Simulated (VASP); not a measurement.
# Os2Rh (Immm) in VASP: further runs

Os2Rh is run at these levels: PBE; tasks: single point, relaxation of cell and atoms.

Everything below comes from runs of VASP 6.6.1. Logs are shortened: lines on timing, memory, paths and dates and some standing lists are left out, and cuts for length are marked.

### 1 The cell of the first run

The structure is orthorhombic, space group Immm (No. 71). Conventional cell: a = 2.713 Å, b = 3.843 Å, c = 8.172 Å, α = 90.00°, β = 90.00°, γ = 90.00°. Within 3.5 Å of Os (site symmetry mm2) lie 7 Os at 2.68 to 2.80 Å and 5 Rh at 2.69 to 2.74 Å. Rh (site symmetry mmm) has 10 Os at 2.69 to 2.74 Å and 2 Rh at 2.71 Å within 3.5 Å.

### 2 Single point, PBE

INCAR reads:

```
PREC = Accurate
ENCUT = 520
EDIFF = 1E-6
ISMEAR = 0
SIGMA = 0.1
LREAL = False
LASPH = True
NELM = 100
ALGO = Normal
ISIF = 2
LWAVE = False
LCHARG = True
GGA = PE
LELF = True
LVHAR = True
NBANDS = 22
```

KPOINTS reads:

```
Automatic mesh
0
Gamma
  8 8 8
```

POSCAR reads:

```
Os2Rh
1.0
   -1.3565898411      1.9216572932      4.0858404452
    1.3565898411     -1.9216572932      4.0858404452
    1.3565898411      1.9216572932     -4.0858404452
Os Rh
2 1
Direct
    0.6711636563      0.6711636563      0.0000000000
    0.3288363437      0.3288363437      0.0000000000
    0.0000000000      0.0000000000      0.0000000000
```

Potentials or basis: VASP PAW PBE potentials, release 64 (Os, Rh_pv).

Launch:

```sh
$ cat potpaw_PBE.64/Os/POTCAR potpaw_PBE.64/Rh_pv/POTCAR > POTCAR
$ mpirun -np 1 vasp_std > vasp.out
```

OUTCAR:

```text
PREC = Accurate
   ENCUT = 520
   EDIFF = 1E-6
   ISMEAR = 0
   LREAL = False
   LASPH = True
   NELM = 100
   ISIF = 2
   GGA = PE

 ion  position               nearest neighbor table
   1  0.671  0.671  0.000-   2 2.68   2 2.68   2 2.68   2 2.68   3 2.69   3 2.74   3 2.74   3 2.74
                             3 2.74   2 2.80
   2  0.329  0.329  0.000-   1 2.68   1 2.68   1 2.68   1 2.68   3 2.69   3 2.74   3 2.74   3 2.74
                             3 2.74   1 2.80
   3  0.000  0.000  0.000-   1 2.69   2 2.69   1 2.74   2 2.74   1 2.74   1 2.74   1 2.74   2 2.74
                             2 2.74   2 2.74

  LATTYP: Found a body centered orthorhombic cell.
 ALAT       =     2.7131796822
 B/A-ratio  =     1.4165352231
 C/A-ratio  =     3.0118465592

  Lattice vectors:

 A1 = (  -1.3565898411,   1.9216572932,   4.0858404452)
 A2 = (   1.3565898411,  -1.9216572932,   4.0858404452)
 A3 = (   1.3565898411,   1.9216572932,  -4.0858404452)

Analysis of symmetry for initial positions (statically):
=====================================================================
 Subroutine PRICEL returns:
 Original cell was already a primitive cell.

 Routine SETGRP: Setting up the symmetry group for a
 body centered orthorhombic supercell.

 Subroutine GETGRP returns: Found  8 space group operations
 (whereof  8 operations were pure point group operations)
 out of a pool of  8 trial point group operations.

The static configuration has the point symmetry D_2h.

Analysis of symmetry for dynamics (positions and initial velocities):
=====================================================================
 Subroutine PRICEL returns:
 Original cell was already a primitive cell.

 Routine SETGRP: Setting up the symmetry group for a
 body centered orthorhombic supercell.

 Subroutine GETGRP returns: Found  8 space group operations
 (whereof  8 operations were pure point group operations)
 out of a pool of  8 trial point group operations.

The dynamic configuration has the point symmetry D_2h.

 Subroutine INISYM returns: Found  8 space group operations
 (whereof  8 operations are pure point group operations),
 and found     1 'primitive' translations

----------------------------------------------------------------------------------------

                                     Primitive cell

  volume of cell :      42.6055

  direct lattice vectors                    reciprocal lattice vectors
    -1.356589841  1.921657293  4.085840445     0.000000000  0.260192076  0.122373844
     1.356589841 -1.921657293  4.085840445     0.368571240  0.000000000  0.122373844
     1.356589841  1.921657293 -4.085840445     0.368571240  0.260192076  0.000000000

  length of vectors
     4.714572610  4.714572610  4.714572610     0.287533083  0.388355657  0.451159257

  position of ions in fractional coordinates (direct lattice)
     0.671163656  0.671163656  0.000000000
     0.328836344  0.328836344  0.000000000
     0.000000000  0.000000000  0.000000000

  ion indices of the primitive-cell ions
   primitive index   ion index
                 1           1
                 2           2
                 3           3

----------------------------------------------------------------------------------------

 KPOINTS: Automatic mesh

Automatic generation of k-mesh.
 Grid dimensions read from file:
 generate k-points for:    8    8    8

 Generating k-lattice:

  Cartesian coordinates                     Fractional coordinates (reciprocal lattice)
     0.000000000  0.032524009  0.015296730     0.125000000 -0.000000000  0.000000000
     0.046071405  0.000000000  0.015296730     0.000000000  0.125000000  0.000000000
     0.046071405  0.032524009  0.000000000     0.000000000 -0.000000000  0.125000000

  Length of vectors
     0.035941635  0.048544457  0.056394907

  Shift w.r.t. Gamma in fractional coordinates (k-lattice)
     0.000000000  0.000000000  0.000000000

 Subroutine IBZKPT returns following result:
 ===========================================

 Found     95 irreducible k-points:

 Following reciprocal coordinates:
            Coordinates               Weight
  0.000000  0.000000  0.000000      1.000000
  0.125000  0.000000  0.000000      4.000000
  0.250000  0.000000  0.000000      4.000000
  0.375000 -0.000000  0.000000      4.000000
  0.500000  0.000000  0.000000      2.000000
  0.000000  0.125000  0.000000      4.000000
[... 16 lines left out ...]
  0.125000  0.375000  0.000000      8.000000
  0.250000  0.375000  0.000000      8.000000
 [... further k-points ...]
   k-points           NKPTS =     95   k-points in BZ     NKDIM =     95   number of bands    NBANDS=     22
   number of dos      NEDOS =    301   number of ions     NIONS =      3
   total plane-waves  NPLWV =  46656
   dimension x,y,z NGX =    36 NGY =   36 NGZ =   36
   dimension x,y,z NGXF=    72 NGYF=   72 NGZF=   72
   ions per type =               2   1
   NGX,Y,Z   is equivalent  to a cutoff of  12.69, 12.69, 12.69 a.u.
   NGXF,Y,Z  is equivalent  to a cutoff of  25.39, 25.39, 25.39 a.u.
 SYSTEM =  unknown system
   PREC   = accura    normal or accurate (medium, high low for compatibility)
   ISTART =      0    job   : 0-new  1-cont  2-samecut
   ICHARG =      2    charge: 1-file 2-atom 10-const
   ISPIN  =      1    spin polarized calculation?
   LNONCOLLINEAR =      F non collinear calculations
   LSORBIT =      F    spin-orbit coupling
   LASPH  =      T    aspherical Exc in radial PAW
   ENCUT  =  520.0 eV  38.22 Ry    6.18 a.u.   8.77  8.77  8.77*2*pi/ulx,y,z
   NELM   =    100;   NELMIN=  2; NELMDL= -5     # of ELM steps
   EDIFF  = 0.1E-05   stopping-criterion for ELM
   LREAL  =      F    real-space projection
   EDIFFG = 0.1E-04   stopping-criterion for IOM
   NSW    =      0    number of steps for IOM
   IBRION =     -1    ionic relax: 0-MD 1-quasi-New 2-CG
   NFREE  =      0    steps in history (QN), initial steepest desc. (CG)
   ISIF   =      2    stress and relaxation
   ISYM   =      2    0-nonsym 1-usesym 2-fastsym
   POTIM  = 0.5000    time-step for ionic-motion
   TEBEG  =    0.0;   TEEND  =   0.0 temperature during run
   PSTRESS=    0.0 pullay stress
   NELECT =      31.0000    total number of electrons
   NUPDOWN=      -1.0000    fix difference up-down
   EMIN   =  10.00;   EMAX   =-10.00  energy-range for DOS
   EFERMI =   0.00;   METHOD = LEGACY
   ISMEAR =     0;   SIGMA  =   0.10  broadening in eV -4-tet -1-fermi 0-gaus
   EFERMI_NEDOS =   21; number of points for ismear=-14 and -15
   IALGO  =     38    algorithm
   IMIX   =      4    mixing-type and parameters
     AMIX     =   0.40;   BMIX     =  1.00
     AMIX_MAG =   1.60;   BMIX_MAG =  1.00
  volume/ion in A,a.u.               =      14.20        95.84
  Fermi-wavevector in a.u.,A,eV,Ry     =   1.472448  2.782524 29.498852  2.168104
  Thomas-Fermi vector in A             =   2.587462
   LORBIT       =      0    0 simple, 1 ext, 2 COOP (PROOUT), +10 PAW based schemes
   GGA     = PE    functional components
   LHFCALC =     F    Hartree Fock is set to
   AEXX    =    0.0000 exact exchange contribution
   IVDW    =     0    specifies the selected vdW correction
   LEPSILON=     F    determine dielectric tensor
   LRPA    =     F    only Hartree local field effects (RPA)
 non-spin polarized calculation
 Gauss-broadening in eV      SIGMA  =   0.10
  energy-cutoff  :      520.00
  volume of cell :       42.61
 maximum number of plane-waves:      1170
   NGX = 17   NGY = 17   NGZ = 17

 number of electron      30.9999999 magnetization

 Free energy of the ion-electron system (eV)
  ---------------------------------------------------
  ext. energy  EPLUGINS =         0.00000000
  ---------------------------------------------------
  free energy    TOTEN  =       -29.54656705 eV

  energy without entropy =      -29.53180514  energy(sigma->0) =      -29.53918609

 E-fermi :   9.8564     XC(G=0): -13.9283

 val. band max:        9.8420285264   @ k =   0.0000   0.2500   0.0000
 cond. band min:       9.8565242065   @ k =  -0.2500   0.2500   0.0000
 fundamental gap:      0.0144956800
 Fermi energy:         9.8564190806

 k-point     1 :       0.0000    0.0000    0.0000
  band No.  band energies     occupation
      1     -36.9327      2.00000
      2     -36.8928      2.00000
      3     -36.7200      2.00000
      4       0.0608      2.00000
      5       4.0118      2.00000
      6       4.7155      2.00000
[... 14 lines left out ...]
     21      16.3923      0.00000
     22      19.6544      0.00000

 k-point     2 :       0.1250    0.0000    0.0000
  band No.  band energies     occupation
      1     -36.9326      2.00000
      2     -36.8938      2.00000
      3     -36.7201      2.00000
      4       0.3313      2.00000
      5       3.9109      2.00000
      6       4.6348      2.00000
[... 14 lines left out ...]
     21      16.9858      0.00000
     22      17.6799      0.00000

 k-point     3 :       0.2500    0.0000    0.0000
  band No.  band energies     occupation
      1     -36.9325      2.00000
      2     -36.8962      2.00000
      3     -36.7201      2.00000
      4       1.0834      2.00000
      5       3.5950      2.00000
      6       4.1853      2.00000
[... 14 lines left out ...]
     21      14.5836      0.00000
     22      18.1883      0.00000
[... 476 lines left out ...]
 k-point    23 :       0.1250    0.3750    0.0000
  band No.  band energies     occupation
      1     -37.0222      2.00000
      2     -36.9032      2.00000
      3     -36.8640      2.00000
      4       3.2624      2.00000
      5       3.5921      2.00000
      6       3.9426      2.00000
[... 14 lines left out ...]
     21      16.6414      0.00000
     22      19.0271      0.00000

 k-point    24 :       0.2500    0.3750    0.0000
  band No.  band energies     occupation
      1     -37.0217      2.00000
      2     -36.9037      2.00000
      3     -36.8653      2.00000
      4       3.6598      2.00000
      5       3.8001      2.00000
      6       4.3175      2.00000
[... 14 lines left out ...]
     21      15.9032      0.00000
     22      18.0735      0.00000

 [... further k-points ...]

------------------------ aborting loop because EDIFF is reached ----------------------------------------

  FORCE on cell =-STRESS in cart. coord.  units (eV):
  Direction    XX          YY          ZZ          XY          YZ          ZX
  --------------------------------------------------------------------------------------
  -------------------------------------------------------------------------------------
  Total       -0.0131499     -0.0593643     -0.0024326     -0.0000000      0.0000000      0.0000000
  in kB       -0.4944995     -2.2323889     -0.0914793     -0.0000000      0.0000000      0.0000000
  external PRESSURE =      -0.9394559 kB  Pullay stress =       0.0000000 kB

 VOLUME and BASIS-vectors are now :
 -----------------------------------------------------------------------------
  energy-cutoff  :      520.00
  volume of cell :       42.61
      direct lattice vectors                 reciprocal lattice vectors
    -1.356589841  1.921657293  4.085840445     0.000000000  0.260192076  0.122373844
     1.356589841 -1.921657293  4.085840445     0.368571240  0.000000000  0.122373844
     1.356589841  1.921657293 -4.085840445     0.368571240  0.260192076  0.000000000

 POSITION                                       TOTAL-FORCE (eV/Angst)
 -----------------------------------------------------------------------------------
      0.00000      0.00000      5.48454         0.000000     -0.000000      0.033330
      0.00000      0.00000      2.68715        -0.000000      0.000000     -0.033330
      0.00000      0.00000      0.00000        -0.000000     -0.000000     -0.000000
 -----------------------------------------------------------------------------------
    total drift:                                0.000000      0.000000      0.000000

  FREE ENERGIE OF THE ION-ELECTRON SYSTEM (eV)
  ---------------------------------------------------
  free  energy   TOTEN  =       -29.5465670469 eV

  energy  without entropy=      -29.5318051417  energy(sigma->0) =      -29.53918609
```

It took 69 s on 1 thread of AMD EPYC 9R45 (Zen 5), shared host; peak memory 0.23 GiB.

Results:

| Property | Result |
| --- | --- |
| Free energy | -29.5466 eV |
| Pressure | -0.1 GPa |
| Largest force | 0.033 eV/Å |
| Band gap on the k mesh | zero (an odd number of electrons rules out a gap without spin polarisation) |

Forces in eV/Å, atoms in the order of the input:
```
Os   0.000  0.000  0.033
Os   0.000  0.000 -0.033
Rh   0.000  0.000  0.000
```

Stress tensor (GPa, compression positive):
```
-0.05  0.00  0.00
 0.00 -0.22  0.00
 0.00  0.00 -0.01
```

Caveat: spin-orbit coupling is left out, which moves the levels of the heavy elements.

### 3 Single point, PBE

This run uses another cell than the first one: it holds 6 atoms, not 3.

INCAR reads:

```
  PREC = Accurate
  ENCUT = 520
  EDIFF = 1E-6
  ISMEAR = 0
  SIGMA = 0.1
  LREAL = False
  LASPH = True
  NELM = 60
  ALGO = Fast
  ISIF = 2
  LWAVE = False
  LCHARG = False
  GGA = PE
  NBANDS = 40
```

KPOINTS reads:

```
Automatic mesh
0
Gamma
  4 4 6
```

POSCAR reads:

```
Os2Rh
1.0
    2.6923157846      0.0000000000      0.0000000000
    0.0000000000      8.1513204933      0.0000000000
    0.0000000000      0.0000000000      3.8768853168
Os Rh
4 2
Direct
    0.4999993361      0.8285454147      0.5000000000
    0.9999993361      0.6714545853      0.0000000000
    0.5000006639      0.1714545853      0.5000000000
    0.0000006639      0.3285454147      0.0000000000
    0.5000000000      0.5000000000      0.5000000000
    0.0000000000      0.0000000000      0.0000000000
```

Potentials or basis: VASP PAW PBE potentials, release 64 (Os, Rh_pv).

Launch:

```sh
$ cat potpaw_PBE.64/Os/POTCAR potpaw_PBE.64/Rh_pv/POTCAR > POTCAR
$ mpirun -np 1 vasp_std > vasp.out
```

It took 71 s on 1 thread of AMD EPYC 9R45 (Zen 5), shared host; peak memory 0.22 GiB.

The run converged. Its results:

```yaml
Free_energy: -59.2565 eV
Pressure: 0.0 GPa
Largest_force: 0.011 eV/Å
Band_gap_on_the_k_mesh: zero (bands 31 and 32 overlap by 2.42 eV)
```

Forces in eV/Å, atoms in the order of the input:
```
Os   0.000 -0.011  0.000
Os   0.000  0.011  0.000
Os   0.000  0.011  0.000
Os   0.000 -0.011  0.000
Rh   0.000  0.000  0.000
Rh   0.000  0.000  0.000
```

Stress tensor (GPa, compression positive):
```
 0.10  0.00  0.00
 0.00  0.15  0.00
 0.00  0.00 -0.10
```

Levels at points of the mesh, in eV from the Fermi level:
| k point | band 28 | band 29 | band 30 | band 31 | band 32 | band 33 | band 34 | band 35 |
| --- | --- | --- | --- | --- | --- | --- | --- | --- |
| (0.00, 0.00, 0.00) | -1.33 | -0.83 | -0.42 | -0.14 | 0.13 | 0.21 | 0.56 | 1.54 |
| (0.50, 0.00, 0.00) | -0.65 | 0.96 | 0.96 | 1.18 | 1.18 | 1.70 | 1.70 | 1.88 |
| (0.00, 0.50, 0.00) | -0.79 | -0.53 | -0.53 | -0.41 | -0.41 | -0.33 | -0.33 | 0.99 |
| (0.50, 0.50, 0.00) | 0.14 | 1.04 | 1.04 | 1.49 | 1.49 | 2.11 | 2.11 | 2.32 |
| (0.00, 0.00, 0.50) | -1.91 | -1.03 | -1.03 | -0.92 | -0.92 | 0.41 | 0.41 | 1.63 |
| (0.50, 0.00, 0.50) | -0.71 | 0.20 | 0.20 | 0.63 | 0.63 | 1.58 | 1.58 | 2.15 |
| (0.00, 0.50, 0.50) | -1.31 | -0.27 | -0.27 | 0.05 | 0.05 | 0.46 | 0.46 | 0.92 |
| (0.50, 0.50, 0.50) | -1.66 | -0.95 | -0.95 | 1.04 | 1.04 | 2.11 | 2.11 | 2.79 |

Caveat: the k points lie up to 0.58 Å⁻¹ apart, too coarse for converged energies and pressures of a metal; spin-orbit coupling is left out, which moves the levels of the heavy elements.

### 4 Relaxation of cell and atoms, PBE

INCAR reads:

```
SYSTEM = Os2Rh
PREC = Accurate ; ENCUT = 600
EDIFF = 1E-6 ; ISMEAR = 0
SIGMA = 0.1 ; LREAL = .False.
LASPH = .True. ; NELM = 60
ALGO = Normal ; ISIF = 3
LWAVE = .False. ; LCHARG = .False.
GGA = PE ; IBRION = 2
NSW = 90 ; EDIFFG = -0.04
```

KPOINTS reads:

```
Automatic mesh
0
Gamma
  8 8 8
  0 0 0
```

POSCAR reads:

```
Os2Rh
1.0
   -1.3461578923      1.9384426584      4.0756602466
    1.3461578923     -1.9384426584      4.0756602466
    1.3461578923      1.9384426584     -4.0756602466
Os Rh
2 1
Direct
    0.6714545853      0.6714545853      0.0000000000
    0.3285454147      0.3285454147      0.0000000000
    0.0000000000      0.0000000000      0.0000000000
```

Launch:

```sh
$ cat potpaw_PBE.64/Os/POTCAR potpaw_PBE.64/Rh_pv/POTCAR > POTCAR
$ mpirun -np 1 vasp_std > vasp.out
```

Wall time 5.9 min (1 thread of AMD EPYC 9R45 (Zen 5), shared host); peak memory 0.28 GiB.

It converged, with:

```
Free energy                           : -29.5485 eV
Relaxed volume                        : 14.20 Å³/atom
Relaxed cell                          : a = 4.716 Å, b = 4.716 Å, c = 4.716 Å, α = 146.56°, β = 131.93°, γ = 59.82°
Space group after relaxing (to 0.1 Å) : Immm (No. 71)
Energy gained by relaxing             : 2.2 meV/atom
Ionic steps                           : 7
Pressure after relaxing               : 0.0 GPa
Largest force after relaxing          : 0.032 eV/Å
Band gap on the k mesh                : zero (an odd number of electrons rules out a gap without spin polarisation)
```

Forces in eV/Å, atoms in the order of the input:
```
Os   0.000  0.000  0.032
Os   0.000  0.000 -0.032
Rh   0.000  0.000  0.000
```

Stress tensor (GPa, compression positive):
```
 0.07  0.00  0.00
 0.00  0.06  0.00
 0.00  0.00 -0.03
```

Step by step:
```tsv
step	energy change (eV)	largest force (eV/Å)	pressure (GPa)	volume (Å³)
1	0.0000	0.0761	0.64	42.54
2	-0.0024	0.0711	-2.31	42.88
3	-0.0055	0.0113	-1.06	42.74
4	-0.0032	0.0353	2.63	42.30
5	-0.0065	0.0202	0.21	42.58
6	-0.0065	0.0399	-0.16	42.63
7	-0.0066	0.0317	0.03	42.61
```

Final structure:
```cif
data_structure
_symmetry_space_group_name_H-M 'P 1'
_symmetry_Int_Tables_number 1
_cell_length_a 4.7158
_cell_length_b 4.7158
_cell_length_c 4.7158
_cell_angle_alpha 146.558
_cell_angle_beta 131.930
_cell_angle_gamma 59.824
_cell_volume 42.61
loop_
_atom_site_label
_atom_site_type_symbol
_atom_site_fract_x
_atom_site_fract_y
_atom_site_fract_z
_atom_site_occupancy
Os1 Os 0.67123 0.67123 0.00000 1
Os2 Os 0.32877 0.32877 0.00000 1
Rh1 Rh 0.00000 0.00000 0.00000 1
```

Levels at points of the mesh, in eV from the Fermi level:
```tsv
k point	band 12	band 13	band 14	band 15	band 16	band 17	band 18	band 19
(0.00, 0.00, 0.00)	-2.82	-2.78	-1.40	-0.35	-0.26	-0.04	0.13	1.73
(0.50, 0.00, 0.00)	-2.86	-1.94	-1.49	-0.28	0.04	0.39	0.88	1.74
(0.00, 0.50, 0.00)	-0.90	-0.34	0.09	1.02	1.42	2.01	2.35	2.63
(0.50, 0.50, 0.00)	-3.07	-1.26	-0.73	0.12	0.53	1.61	2.02	2.17
(0.50, 0.50, 0.50)	-1.94	-1.89	-1.66	-0.99	0.54	1.55	1.76	2.19
```

Caveat: spin-orbit coupling is left out, which moves the levels of the heavy elements.

### 5 Overview

```tsv
task	cell	k mesh	cutoff (eV)	gap on the mesh (eV)	pressure (GPa)	largest force (eV/Å)
single point	a = 4.715 Å, angles 146.6, 131.9, 59.9°, 3 atoms, atomic positions A	8 × 8 × 8	520	none	-0.1	0.03
single point	a = 2.692, b = 8.151, c = 3.877 Å, 6 atoms, atomic positions B	4 × 4 × 6	520	none	0.0	0.01
relaxation of cell and atoms	relaxed from a = 4.710 Å, angles 146.8, 131.4, 60.1°, 3 atoms, atomic positions A	8 × 8 × 8	600	none	0.0	0.03
```

Alike in all rows: level PBE; potentials or basis VASP PAW PBE potentials, release 64 (Os, Rh_pv); no spin polarisation; smearing gaussian 0.1 eV.

Caveats: some runs use coarse meshes; spin-orbit coupling is left out, which moves the levels of the heavy elements.

Absolute energies hang on the potentials; compare differences alone.
